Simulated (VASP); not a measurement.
Input of a VASP 6.6.1 run:

Contents of INCAR:

```
SYSTEM = Re
  ALGO = Normal
  EDIFF = 1E-6
  ENCUT = 520
  GGA = PE
  ISIF = 2
  ISMEAR = 0
  LASPH = .TRUE.
  LCHARG = .TRUE.
  LELF = .TRUE.
  LREAL = .FALSE.
  LVHAR = .TRUE.
  LWAVE = .FALSE.
  NBANDS = 10
  NELM = 80
  PREC = Accurate
  SIGMA = 0.15
```

Contents of KPOINTS:

```
k-points
0
G
  10 10 10
  0 0 0
```

File POSCAR:

```
Re
1.0
    0.0000000000      1.9577236186      2.0653984176
    1.9038862191      0.0000000000      2.0653984176
    1.9038862191      1.9577236186      0.0000000000
Re
1
Direct
    0.0000000000      0.0000000000      0.0000000000
```

Potentials or basis: VASP PAW PBE potentials, release 64 (Re).

Run with:

```sh
$ cat potpaw_PBE.64/Re/POTCAR > POTCAR
$ mpirun -np 1 vasp_std > vasp.out
```

Q: Estimate the pressure.

A: -9.1 GPa.

Stress tensor (GPa, compression positive):
```
  0.55   0.00   0.00
  0.00  -6.05   0.00
  0.00   0.00 -21.73
```

Caveat: the cell differs from its parent crystal (normal strain along x -0.0275, normal strain along z +0.0550).
